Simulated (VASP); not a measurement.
# Mo3H2 (P-3m1) in VASP: notebook

Mo3H2 is run at these levels: PBE; tasks: relaxation of cell and atoms, single point.

All numbers are computed with VASP 6.6.1; they aren't measurements. Logs are shortened: lines on timing, memory, paths and dates and some standing lists are left out, and cuts for length are marked.

## Step 1: The cell of the first run

Symmetry: P-3m1, No. 164, trigonal system. Conventional cell: a = 4.285 Å, b = 4.285 Å, c = 3.476 Å, α = 90.00°, β = 90.00°, γ = 120.00°. H (site symmetry 3m) has 2 Mo at 1.73 to 1.74 Å within 2.3 Å. Within 3.5 Å of Mo (site symmetry -3m) lie 6 H at 2.56 Å and 14 Mo at 2.71 to 3.48 Å. Within 2.3 Å of Mo (site symmetry 3m) lie 2 H at 1.73 to 1.74 Å.

## Step 2: Relaxation of cell and atoms, PBE

Input file INCAR:

```
ALGO = Fast ; EDIFF = 1E-6
EDIFFG = -0.04 ; ENCUT = 600
GGA = PE ; IBRION = 2
ISIF = 3 ; ISMEAR = 0
LASPH = T ; LCHARG = F
LREAL = F ; LWAVE = F
NELM = 100 ; NSW = 90
PREC = Accurate ; SIGMA = 0.1
```

Input file KPOINTS:

```
k-points
0
Gamma
  6 6 6
```

Input file POSCAR:

```
Mo3H2
1.0
    4.2850620111      0.0000000000      0.0000000000
   -2.1425310056      3.7109725584      0.0000000000
    0.0000000000      0.0000000000      3.4755155061
H Mo
2 3
Direct
    0.3333333333      0.6666666667      0.1837706279
    0.6666666667      0.3333333333      0.8162293721
    0.0000000000      0.0000000000      0.0000000000
    0.3333333333      0.6666666667      0.6849011420
    0.6666666667      0.3333333333      0.3150988580
```

Potentials or basis: VASP PAW PBE potentials, release 64 (H, Mo_sv).

On the command line:

```sh
cat potpaw_PBE.64/H/POTCAR potpaw_PBE.64/Mo_sv/POTCAR > POTCAR
mpirun -np 1 vasp_std > vasp.out
```

OUTCAR:

```text
EDIFF = 1E-6
   EDIFFG = -0.04
   ENCUT = 600
   GGA = PE
   IBRION = 2
   ISIF = 3
   ISMEAR = 0
   LASPH = T
   LREAL = F
   NELM = 100
   NSW = 90
   PREC = Accurate

 ion  position               nearest neighbor table
   1  0.333  0.667  0.184-   4 1.73   4 1.74
   2  0.667  0.333  0.816-   5 1.73   5 1.74
   3  0.000  0.000  0.000-   4 2.71   5 2.71   5 2.71   4 2.71   5 2.71   4 2.71   4 3.43   5 3.43
                             4 3.43   5 3.43   4 3.43   5 3.43
   4  0.333  0.667  0.685-   1 1.73   1 1.74   3 2.71   3 2.71   3 2.71   5 2.79   5 2.79   5 2.79
                             5 3.30   5 3.30   5 3.30   3 3.43   3 3.43   3 3.43
   5  0.667  0.333  0.315-   2 1.73   2 1.74   3 2.71   3 2.71   3 2.71   4 2.79   4 2.79   4 2.79
                             4 3.30   4 3.30   4 3.30   3 3.43   3 3.43   3 3.43

  LATTYP: Found a hexagonal cell.
 ALAT       =     4.2850620111
 C/A-ratio  =     0.8110770619

  Lattice vectors:

 A1 = (   4.2850620111,   0.0000000000,   0.0000000000)
 A2 = (  -2.1425310056,   3.7109725584,   0.0000000000)
 A3 = (   0.0000000000,   0.0000000000,   3.4755155061)

Analysis of symmetry for initial positions (statically):
=====================================================================
 Subroutine PRICEL returns:
 Original cell was already a primitive cell.

 Routine SETGRP: Setting up the symmetry group for a
 hexagonal supercell.

 Subroutine GETGRP returns: Found 12 space group operations
 (whereof 12 operations were pure point group operations)
 out of a pool of 24 trial point group operations.

The static configuration has the point symmetry D_3d.

Analysis of symmetry for dynamics (positions and initial velocities):
=====================================================================
 Subroutine PRICEL returns:
 Original cell was already a primitive cell.

 Routine SETGRP: Setting up the symmetry group for a
 hexagonal supercell.

 Subroutine GETGRP returns: Found 12 space group operations
 (whereof 12 operations were pure point group operations)
 out of a pool of 24 trial point group operations.

The dynamic configuration has the point symmetry D_3d.

 Subroutine INISYM returns: Found 12 space group operations
 (whereof 12 operations are pure point group operations),
 and found     1 'primitive' translations

----------------------------------------------------------------------------------------

                                     Primitive cell

  volume of cell :      55.2668

  direct lattice vectors                    reciprocal lattice vectors
     4.285062011  0.000000000  0.000000000     0.233368851  0.134735569  0.000000000
    -2.142531006  3.710972558  0.000000000     0.000000000  0.269471138  0.000000000
     0.000000000  0.000000000  3.475515506     0.000000000  0.000000000  0.287727101

  length of vectors
     4.285062011  4.285062011  3.475515506     0.269471138  0.269471138  0.287727101

  position of ions in fractional coordinates (direct lattice)
     0.333333333  0.666666667  0.183770628
     0.666666667  0.333333333  0.816229372
     0.000000000  0.000000000  0.000000000
     0.333333333  0.666666667  0.684901142
     0.666666667  0.333333333  0.315098858

  ion indices of the primitive-cell ions
   primitive index   ion index
                 1           1
                 2           2
                 3           3
                 4           4
                 5           5

----------------------------------------------------------------------------------------

 KPOINTS: k-points

Automatic generation of k-mesh.
 Grid dimensions read from file:
 generate k-points for:    6    6    6

 Generating k-lattice:

  Cartesian coordinates                     Fractional coordinates (reciprocal lattice)
     0.038894809  0.022455928  0.000000000     0.166666667  0.000000000  0.000000000
     0.000000000  0.044911856  0.000000000     0.000000000  0.166666667  0.000000000
     0.000000000  0.000000000  0.047954517     0.000000000  0.000000000  0.166666667

  Length of vectors
     0.044911856  0.044911856  0.047954517

  Shift w.r.t. Gamma in fractional coordinates (k-lattice)
     0.000000000  0.000000000  0.000000000

 Subroutine IBZKPT returns following result:
 ===========================================

 Found     34 irreducible k-points:

 Following reciprocal coordinates:
            Coordinates               Weight
  0.000000  0.000000  0.000000      1.000000
  0.166667 -0.000000  0.000000      6.000000
  0.333333 -0.000000  0.000000      6.000000
  0.500000 -0.000000  0.000000      3.000000
  0.166667  0.166667  0.000000      6.000000
  0.333333  0.166667  0.000000     12.000000
[... 16 lines left out ...]
  0.500000 -0.000000  0.333333      6.000000
  0.166667  0.166667  0.333333     12.000000
 [... further k-points ...]
   k-points           NKPTS =     34   k-points in BZ     NKDIM =     34   number of bands    NBANDS=     26
   number of dos      NEDOS =    301   number of ions     NIONS =      5
   total plane-waves  NPLWV =  36288
   dimension x,y,z NGX =    36 NGY =   36 NGZ =   28
   dimension x,y,z NGXF=    72 NGYF=   72 NGZF=   56
   ions per type =               2   3
   NGX,Y,Z   is equivalent  to a cutoff of  13.97, 13.97, 13.39 a.u.
   NGXF,Y,Z  is equivalent  to a cutoff of  27.93, 27.93, 26.79 a.u.
 SYSTEM =  unknown system
   PREC   = accura    normal or accurate (medium, high low for compatibility)
   ISTART =      0    job   : 0-new  1-cont  2-samecut
   ICHARG =      2    charge: 1-file 2-atom 10-const
   ISPIN  =      1    spin polarized calculation?
   LNONCOLLINEAR =      F non collinear calculations
   LSORBIT =      F    spin-orbit coupling
   LASPH  =      T    aspherical Exc in radial PAW
   ENCUT  =  600.0 eV  44.10 Ry    6.64 a.u.   8.56  8.56  6.94*2*pi/ulx,y,z
   NELM   =    100;   NELMIN=  2; NELMDL= -5     # of ELM steps
   EDIFF  = 0.1E-05   stopping-criterion for ELM
   LREAL  =      F    real-space projection
   EDIFFG = -.4E-01   stopping-criterion for IOM
   NSW    =     90    number of steps for IOM
   IBRION =      2    ionic relax: 0-MD 1-quasi-New 2-CG
   NFREE  =      1    steps in history (QN), initial steepest desc. (CG)
   ISIF   =      3    stress and relaxation
   ISYM   =      2    0-nonsym 1-usesym 2-fastsym
   POTIM  = 0.5000    time-step for ionic-motion
   TEBEG  =    0.0;   TEEND  =   0.0 temperature during run
   PSTRESS=    0.0 pullay stress
   NELECT =      44.0000    total number of electrons
   NUPDOWN=      -1.0000    fix difference up-down
   EMIN   =  10.00;   EMAX   =-10.00  energy-range for DOS
   EFERMI =   0.00;   METHOD = LEGACY
   ISMEAR =     0;   SIGMA  =   0.10  broadening in eV -4-tet -1-fermi 0-gaus
   EFERMI_NEDOS =   21; number of points for ismear=-14 and -15
   IALGO  =     68    algorithm
   IMIX   =      4    mixing-type and parameters
     AMIX     =   0.40;   BMIX     =  1.00
     AMIX_MAG =   1.60;   BMIX_MAG =  1.00
  volume/ion in A,a.u.               =      11.05        74.59
  Fermi-wavevector in a.u.,A,eV,Ry     =   1.517298  2.867278 31.323261  2.302195
  Thomas-Fermi vector in A             =   2.626573
   LORBIT       =      0    0 simple, 1 ext, 2 COOP (PROOUT), +10 PAW based schemes
   GGA     = PE    functional components
   LHFCALC =     F    Hartree Fock is set to
   AEXX    =    0.0000 exact exchange contribution
   IVDW    =     0    specifies the selected vdW correction
   LEPSILON=     F    determine dielectric tensor
   LRPA    =     F    only Hartree local field effects (RPA)
 conjugate gradient relaxation of ions
 non-spin polarized calculation
 RMM-DIIS sequential band-by-band and
 Gauss-broadening in eV      SIGMA  =   0.10
  energy-cutoff  :      600.00
  volume of cell :       55.27
 maximum number of plane-waves:      1866
 NGX is ok and might be reduce to    36
   NGX = 17   NGY = 17   NGZ = 13

--------------------------------------- Ionic step        1  -------------------------------------------

 number of electron      44.0000000 magnetization

 Free energy of the ion-electron system (eV)
  ---------------------------------------------------
  ext. energy  EPLUGINS =         0.00000000
  ---------------------------------------------------
  free energy    TOTEN  =       -36.53408224 eV

  energy without entropy =      -36.51862531  energy(sigma->0) =      -36.52635377

------------------------ aborting loop because EDIFF is reached ----------------------------------------

  FORCE on cell =-STRESS in cart. coord.  units (eV):
  Direction    XX          YY          ZZ          XY          YZ          ZX
  --------------------------------------------------------------------------------------
  -------------------------------------------------------------------------------------
  Total        0.6342970      0.6342970     -1.2550355     -0.0000000      0.0000000      0.0000000
  in kB       18.3881975     18.3881975    -36.3833345     -0.0000000      0.0000000      0.0000000
  external PRESSURE =       0.1310201 kB  Pullay stress =       0.0000000 kB
[... 141 lines left out ...]
  energy  without entropy=      -36.5355147188  energy(sigma->0) =      -36.54274585

--------------------------------------- Ionic step        5  -------------------------------------------

 number of electron      43.9999997 magnetization

 Free energy of the ion-electron system (eV)
  ---------------------------------------------------
  ext. energy  EPLUGINS =         0.00000000
  ---------------------------------------------------
  free energy    TOTEN  =       -36.55043456 eV

  energy without entropy =      -36.53606065  energy(sigma->0) =      -36.54324761

 E-fermi :  10.9923     XC(G=0): -12.7683

 val. band max:       10.9627909512   @ k =  -0.1667   0.5000   0.1667
 cond. band min:      11.0100555838   @ k =   0.1667  -0.0000   0.0000
 fundamental gap:      0.0472646326
 Fermi energy:        10.9922602984

 k-point     1 :       0.0000    0.0000    0.0000
  band No.  band energies     occupation
      1     -50.4155      2.00000
      2     -50.1455      2.00000
      3     -50.1103      2.00000
      4     -24.6795      2.00000
      5     -24.6795      2.00000
      6     -24.4956      2.00000
[... 685 lines left out ...]
     25      12.4001      0.00000
     26      12.5901      0.00000

 [... further k-points ...]

------------------------ aborting loop because EDIFF is reached ----------------------------------------

  FORCE on cell =-STRESS in cart. coord.  units (eV):
  Direction    XX          YY          ZZ          XY          YZ          ZX
  --------------------------------------------------------------------------------------
  -------------------------------------------------------------------------------------
  Total       -0.0392938     -0.0392938     -0.0123599      0.0000000      0.0000000      0.0000000
  in kB       -1.1361948     -1.1361948     -0.3573906      0.0000000      0.0000000      0.0000000
  external PRESSURE =      -0.8765934 kB  Pullay stress =       0.0000000 kB
[... 20 lines left out ...]
  FREE ENERGIE OF THE ION-ELECTRON SYSTEM (eV)
  ---------------------------------------------------
  free  energy   TOTEN  =       -36.5504345562 eV

  energy  without entropy=      -36.5360606550  energy(sigma->0) =      -36.54324761

 reached required accuracy - stopping structural energy minimisation
```

Run time: 6.3 min. Hardware: 1 thread of Oxide Virtual Turin-like, shared host; peak memory 0.18 GiB.

What came out:

- Free energy: -36.5504 eV
- Relaxed volume: 11.08 Å³/atom
- Relaxed cell: a = 4.322 Å, b = 4.322 Å, c = 3.425 Å, α = 90.00°, β = 90.00°, γ = 120.00°
- Space group after relaxing (to 0.1 Å): P-3m1 (No. 164)
- Energy gained by relaxing: 3.3 meV/atom
- Ionic steps: 5
- Pressure after relaxing: -0.1 GPa
- Largest force after relaxing: 0.033 eV/Å
- Band gap on the k mesh: zero (bands 22 and 23 overlap by 1.00 eV)

Forces in eV/Å, atoms in the order of the input:
```
H    0.000  0.000  0.029
H    0.000  0.000 -0.029
Mo   0.000  0.000  0.000
Mo   0.000  0.000  0.033
Mo   0.000  0.000 -0.033
```

Stress tensor (GPa, compression positive):
```
-0.11  0.00  0.00
 0.00 -0.11  0.00
 0.00  0.00 -0.04
```

Step by step:
| step | energy change (eV) | largest force (eV/Å) | pressure (GPa) | volume (Å³) |
| --- | --- | --- | --- | --- |
| 1 | 0.0000 | 0.1208 | 0.01 | 55.27 |
| 2 | -0.0151 | 0.1101 | 0.35 | 55.27 |
| 3 | -0.0156 | 0.1275 | 0.44 | 55.27 |
| 4 | -0.0159 | 0.1101 | -0.47 | 55.52 |
| 5 | -0.0164 | 0.0330 | -0.09 | 55.41 |

Final structure:
```
H Mo
1.0
     4.32191    0.00000    0.00000
    -2.16095    3.74288    0.00000
     0.00000    0.00000    3.42531
H Mo
2 3
Cartesian
  0.0000 2.4953 0.6347
  2.1610 1.2476 2.7906
  0.0000 0.0000 0.0000
  0.0000 2.4953 2.3513
  2.1610 1.2476 1.0741
```

Levels at points of the mesh, in eV from the Fermi level:
```csv
k point,band 19,band 20,band 21,band 22,band 23,band 24,band 25,band 26
"(0.00, 0.00, 0.00)",-2.64,-2.24,-2.24,-0.61,0.81,0.81,1.03,1.03
"(0.50, 0.00, 0.00)",-2.07,-1.97,-1.23,-0.69,0.32,0.75,0.87,1.21
"(0.00, 0.00, 0.50)",-2.82,-2.82,-0.52,0.12,1.72,1.92,1.97,1.98
"(0.50, 0.00, 0.50)",-2.65,-2.32,-1.61,0.33,0.73,0.75,1.02,1.13
```

(Continued in part 2 of 2.)

The gap in the log of VASP goes by the Fermi energy; the results here count the filled bands.